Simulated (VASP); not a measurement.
# BAs (Pm-3m) in VASP: further runs

BAs is run at these levels: r2SCAN; tasks: single point.

Everything below comes from runs of VASP 6.6.1. Logs are shortened: lines on timing, memory, paths and dates and some standing lists are left out, and cuts for length are marked.

## Step 1: The cell of the first run

Symmetry: Pm-3m, No. 221, cubic system. The conventional cell has a = 2.925 Å, b = 2.925 Å, c = 2.925 Å, α = 90.00°, β = 90.00°, γ = 90.00°. B (site symmetry m-3m) has 8 As at 2.53 Å and 6 B at 2.93 Å within 3.3 Å. As (site symmetry m-3m) has 8 B at 2.53 Å and 6 As at 2.93 Å within 3.3 Å.

## Step 2: Single point, r2SCAN

Contents of POSCAR:

```
BAs
1.0
    2.9251576879      0.0000000000      0.0000000000
    0.0000000000      2.9251576879      0.0000000000
    0.0000000000      0.0000000000      2.9251576879
B As
1 1
Direct
    0.0000000000      0.0000000000      0.0000000000
    0.5000000000      0.5000000000      0.5000000000
```

Contents of INCAR.step1:

```
  ALGO = Normal
  EDIFF = 1E-4
  ENCUT = 520
  GGA = PE
  ISMEAR = 0
  LASPH = T
  LCHARG = F
  LREAL = F
  LWAVE = T
  NBANDS = 11
  NELM = 100
  PREC = Accurate
  SIGMA = 0.2
```

Contents of INCAR.step2:

```
  ALGO = Normal
  EDIFF = 1E-6
  ENCUT = 520
  ISIF = 2
  ISMEAR = 0
  ISTART = 1
  LASPH = T
  LCHARG = F
  LMIXTAU = T
  LREAL = F
  LWAVE = F
  METAGGA = R2SCAN
  NBANDS = 11
  NELM = 100
  PREC = Accurate
  SIGMA = 0.2
```

Contents of KPOINTS:

```
k-points
0
Gamma
  6 6 6
```

Potentials or basis: VASP PAW PBE potentials, release 64 (B, As).

Launch:

```bash
$ cat potpaw_PBE.64/B/POTCAR potpaw_PBE.64/As/POTCAR > POTCAR
$ cp INCAR.step1 INCAR
$ mpirun -np 1 vasp_std > vasp.out
$ cp INCAR.step2 INCAR
$ mpirun -np 1 vasp_std > vasp.out
```

OUTCAR:

```text
EDIFF = 1E-6
   ENCUT = 520
   ISIF = 2
   ISMEAR = 0
   ISTART = 1
   LASPH = T
   LREAL = F
   METAGGA = R2SCAN
   NELM = 100
   PREC = Accurate

 ion  position               nearest neighbor table
   1  0.000  0.000  0.000-   2 2.53   2 2.53   2 2.53   2 2.53   2 2.53   2 2.53   2 2.53   2 2.53

   2  0.500  0.500  0.500-   1 2.53   1 2.53   1 2.53   1 2.53   1 2.53   1 2.53   1 2.53   1 2.53

  LATTYP: Found a simple cubic cell.
 ALAT       =     2.9251576879

  Lattice vectors:

 A1 = (   2.9251576879,   0.0000000000,   0.0000000000)
 A2 = (   0.0000000000,   2.9251576879,   0.0000000000)
 A3 = (   0.0000000000,   0.0000000000,   2.9251576879)

Analysis of symmetry for initial positions (statically):
=====================================================================
 Subroutine PRICEL returns:
 Original cell was already a primitive cell.

 Routine SETGRP: Setting up the symmetry group for a
 simple cubic supercell.

 Subroutine GETGRP returns: Found 48 space group operations
 (whereof 48 operations were pure point group operations)
 out of a pool of 48 trial point group operations.

The static configuration has the point symmetry O_h .

Analysis of symmetry for dynamics (positions and initial velocities):
=====================================================================
 Subroutine PRICEL returns:
 Original cell was already a primitive cell.

 Routine SETGRP: Setting up the symmetry group for a
 simple cubic supercell.

 Subroutine GETGRP returns: Found 48 space group operations
 (whereof 48 operations were pure point group operations)
 out of a pool of 48 trial point group operations.

The dynamic configuration has the point symmetry O_h .

 Subroutine INISYM returns: Found 48 space group operations
 (whereof 48 operations are pure point group operations),
 and found     1 'primitive' translations

----------------------------------------------------------------------------------------

                                     Primitive cell

  volume of cell :      25.0293

  direct lattice vectors                    reciprocal lattice vectors
     2.925157688  0.000000000  0.000000000     0.341861912  0.000000000  0.000000000
     0.000000000  2.925157688  0.000000000     0.000000000  0.341861912  0.000000000
     0.000000000  0.000000000  2.925157688     0.000000000  0.000000000  0.341861912

  length of vectors
     2.925157688  2.925157688  2.925157688     0.341861912  0.341861912  0.341861912

  position of ions in fractional coordinates (direct lattice)
     0.000000000  0.000000000  0.000000000
     0.500000000  0.500000000  0.500000000

  ion indices of the primitive-cell ions
   primitive index   ion index
                 1           1
                 2           2

----------------------------------------------------------------------------------------

 KPOINTS: k-points

Automatic generation of k-mesh.
 Grid dimensions read from file:
 generate k-points for:    6    6    6

 Generating k-lattice:

  Cartesian coordinates                     Fractional coordinates (reciprocal lattice)
     0.056976985  0.000000000  0.000000000     0.166666667  0.000000000  0.000000000
     0.000000000  0.056976985  0.000000000     0.000000000  0.166666667  0.000000000
     0.000000000  0.000000000  0.056976985     0.000000000  0.000000000  0.166666667

  Length of vectors
     0.056976985  0.056976985  0.056976985

  Shift w.r.t. Gamma in fractional coordinates (k-lattice)
     0.000000000  0.000000000  0.000000000

 Subroutine IBZKPT returns following result:
 ===========================================

 Found     20 irreducible k-points:

 Following reciprocal coordinates:
            Coordinates               Weight
  0.000000  0.000000  0.000000      1.000000
  0.166667  0.000000  0.000000      6.000000
  0.333333  0.000000  0.000000      6.000000
  0.500000  0.000000  0.000000      3.000000
  0.166667  0.166667  0.000000     12.000000
  0.333333  0.166667  0.000000     24.000000
[... 12 lines left out ...]
  0.500000  0.500000  0.333333      6.000000
  0.500000  0.500000  0.500000      1.000000
   k-points           NKPTS =     20   k-points in BZ     NKDIM =     20   number of bands    NBANDS=     11
   number of dos      NEDOS =    301   number of ions     NIONS =      2
   total plane-waves  NPLWV =  13824
   dimension x,y,z NGX =    24 NGY =   24 NGZ =   24
   dimension x,y,z NGXF=    48 NGYF=   48 NGZF=   48
   ions per type =               1   1
   NGX,Y,Z   is equivalent  to a cutoff of  13.64, 13.64, 13.64 a.u.
   NGXF,Y,Z  is equivalent  to a cutoff of  27.28, 27.28, 27.28 a.u.
 SYSTEM =  unknown system
   PREC   = accura    normal or accurate (medium, high low for compatibility)
   ISTART =      1    job   : 0-new  1-cont  2-samecut
   ICHARG =      0    charge: 1-file 2-atom 10-const
   ISPIN  =      1    spin polarized calculation?
   LNONCOLLINEAR =      F non collinear calculations
   LSORBIT =      F    spin-orbit coupling
   LASPH  =      T    aspherical Exc in radial PAW
   ENCUT  =  520.0 eV  38.22 Ry    6.18 a.u.   5.44  5.44  5.44*2*pi/ulx,y,z
   NELM   =    100;   NELMIN=  2; NELMDL=  0     # of ELM steps
   EDIFF  = 0.1E-05   stopping-criterion for ELM
   LREAL  =      F    real-space projection
   EDIFFG = 0.1E-04   stopping-criterion for IOM
   NSW    =      0    number of steps for IOM
   IBRION =     -1    ionic relax: 0-MD 1-quasi-New 2-CG
   NFREE  =      0    steps in history (QN), initial steepest desc. (CG)
   ISIF   =      2    stress and relaxation
   ISYM   =      2    0-nonsym 1-usesym 2-fastsym
   POTIM  = 0.5000    time-step for ionic-motion
   TEBEG  =    0.0;   TEEND  =   0.0 temperature during run
   PSTRESS=    0.0 pullay stress
   NELECT =       8.0000    total number of electrons
   NUPDOWN=      -1.0000    fix difference up-down
   EMIN   =  10.00;   EMAX   =-10.00  energy-range for DOS
   EFERMI =   0.00;   METHOD = LEGACY
   ISMEAR =     0;   SIGMA  =   0.20  broadening in eV -4-tet -1-fermi 0-gaus
   EFERMI_NEDOS =   21; number of points for ismear=-14 and -15
   IALGO  =     38    algorithm
   IMIX   =      4    mixing-type and parameters
     AMIX     =   0.40;   BMIX     =  1.00
     AMIX_MAG =   1.60;   BMIX_MAG =  1.00
  volume/ion in A,a.u.               =      12.51        84.45
  Fermi-wavevector in a.u.,A,eV,Ry     =   1.119323  2.115214 17.046531  1.252885
  Thomas-Fermi vector in A             =   2.255961
   LORBIT       =      0    0 simple, 1 ext, 2 COOP (PROOUT), +10 PAW based schemes
   METAGGA = R2SCAN    functional components
   LHFCALC =     F    Hartree Fock is set to
   AEXX    =    0.0000 exact exchange contribution
   IVDW    =     0    specifies the selected vdW correction
   LEPSILON=     F    determine dielectric tensor
   LRPA    =     F    only Hartree local field effects (RPA)
 non-spin polarized calculation
 Gauss-broadening in eV      SIGMA  =   0.20
  energy-cutoff  :      520.00
  volume of cell :       25.03
 maximum number of plane-waves:       691
 NGX is ok and might be reduce to    24
   NGX = 11   NGY = 11   NGZ = 11

 number of electron       8.0000000 magnetization

 Free energy of the ion-electron system (eV)
  ---------------------------------------------------
  ext. energy  EPLUGINS =         0.00000000
  ---------------------------------------------------
  free energy    TOTEN  =       -18.70297106 eV

  energy without entropy =      -18.68677888  energy(sigma->0) =      -18.69487497

 E-fermi :   7.2526     XC(G=0): -12.2023

 val. band max:        7.2409054311   @ k =   0.1667   0.1667   0.0000
 cond. band min:       7.3559065674   @ k =   0.5000   0.5000   0.3333
 fundamental gap:      0.1150011363
 Fermi energy:         7.2525910743

 k-point     1 :       0.0000    0.0000    0.0000
  band No.  band energies     occupation
      1      -9.4663      2.00000
      2       6.2856      2.00000
      3       6.2856      2.00000
      4       6.2856      2.00000
      5       7.1422      1.56501
      6      13.2943      0.00000
      7      13.2943      0.00000
      8      17.3281      0.00000
      9      17.3281      0.00000
     10      17.3281      0.00000
     11      27.0218      0.00000

 k-point     2 :       0.1667    0.0000    0.0000
  band No.  band energies     occupation
      1      -8.9982      2.00000
      2       2.7393      2.00000
      3       6.7684      1.99938
      4       6.7684      1.99938
      5       8.6314      0.00000
      6      13.7690      0.00000
      7      15.6311      0.00000
      8      16.0907      0.00000
      9      16.0907      0.00000
     10      17.1116      0.00000
     11      25.8357      0.00000

 k-point     3 :       0.3333    0.0000    0.0000
  band No.  band energies     occupation
      1      -7.6491      2.00000
      2      -1.2219      2.00000
      3       8.1886      0.00000
      4       8.1886      0.00000
      5       9.8565      0.00000
      6      13.3207      0.00000
      7      13.3207      0.00000
      8      13.8633      0.00000
      9      15.1578      0.00000
     10      21.4812      0.00000
     11      22.6499      0.00000

 k-point     4 :       0.5000    0.0000    0.0000
  band No.  band energies     occupation
      1      -6.2479      2.00000
      2      -3.5394      2.00000
      3      10.3011      0.00000
      4      10.3011      0.00000
      5      10.6141      0.00000
      6      10.6141      0.00000
      7      11.1359      0.00000
      8      12.1332      0.00000
      9      16.7242      0.00000
     10      18.9252      0.00000
     11      26.9677      0.00000
[... 183 lines left out ...]
 k-point    18 :       0.5000    0.3333    0.3333
  band No.  band energies     occupation
      1      -2.6158      2.00000
      2       0.1270      2.00000
      3       3.6762      2.00000
      4       4.9569      2.00000
      5       5.0358      2.00000
      6       6.0199      2.00000
      7      10.4113      0.00000
      8      10.4850      0.00000
      9      25.1442      0.00000
     10      25.7559      0.00000
     11      26.6637      0.00000

 k-point    19 :       0.5000    0.5000    0.3333
  band No.  band energies     occupation
      1      -1.3433      2.00000
      2       1.9919      2.00000
      3       1.9919      2.00000
      4       2.8350      2.00000
      5       5.9799      2.00000
      6       7.3559      0.46505
      7       8.0204      0.00000
      8       8.0204      0.00000
      9      26.7019      0.00000
     10      26.9226      0.00000
     11      26.9226      0.00000

 k-point    20 :       0.5000    0.5000    0.5000
  band No.  band energies     occupation
      1      -0.2584      2.00000
      2       3.9500      2.00000
      3       3.9500      2.00000
      4       3.9500      2.00000
      5       4.3841      2.00000
      6       5.1681      2.00000
      7       5.1681      2.00000
      8       5.1681      2.00000
      9      28.1624      0.00000
     10      28.1624      0.00000
     11      28.1624      0.00000

------------------------ aborting loop because EDIFF is reached ----------------------------------------

  FORCE on cell =-STRESS in cart. coord.  units (eV):
  Direction    XX          YY          ZZ          XY          YZ          ZX
  --------------------------------------------------------------------------------------
  -------------------------------------------------------------------------------------
  Total        0.3375742      0.3375742      0.3375742      0.0000000      0.0000000     -0.0000000
  in kB       21.6088672     21.6088672     21.6088672      0.0000000      0.0000000     -0.0000000
  external PRESSURE =      21.6088672 kB  Pullay stress =       0.0000000 kB

 VOLUME and BASIS-vectors are now :
 -----------------------------------------------------------------------------
  energy-cutoff  :      520.00
  volume of cell :       25.03
      direct lattice vectors                 reciprocal lattice vectors
     2.925157688  0.000000000  0.000000000     0.341861912  0.000000000  0.000000000
     0.000000000  2.925157688  0.000000000     0.000000000  0.341861912  0.000000000
     0.000000000  0.000000000  2.925157688     0.000000000  0.000000000  0.341861912

 POSITION                                       TOTAL-FORCE (eV/Angst)
 -----------------------------------------------------------------------------------
      0.00000      0.00000      0.00000         0.000000      0.000000      0.000000
      1.46258      1.46258      1.46258         0.000000      0.000000      0.000000
 -----------------------------------------------------------------------------------
    total drift:                                0.000000     -0.000000     -0.000000

  FREE ENERGIE OF THE ION-ELECTRON SYSTEM (eV)
  ---------------------------------------------------
  free  energy   TOTEN  =       -18.7029710566 eV

  energy  without entropy=      -18.6867788758  energy(sigma->0) =      -18.69487497
```

It took 20 s on 1 thread of Intel Xeon 6975P-C, shared host; peak memory 0.14 GiB.

Results:

| Quantity | Value |
| --- | --- |
| Free energy | -18.7030 eV |
| Pressure | 2.2 GPa |
| Band gap on the k mesh | zero (band 4 reaches 10.30 eV, above the bottom of band 5 at 4.38 eV) |

Caveat: the PAW data sets were made with another functional, which shifts forces and pressure a little.

(Part 1 of 2 ends here.)
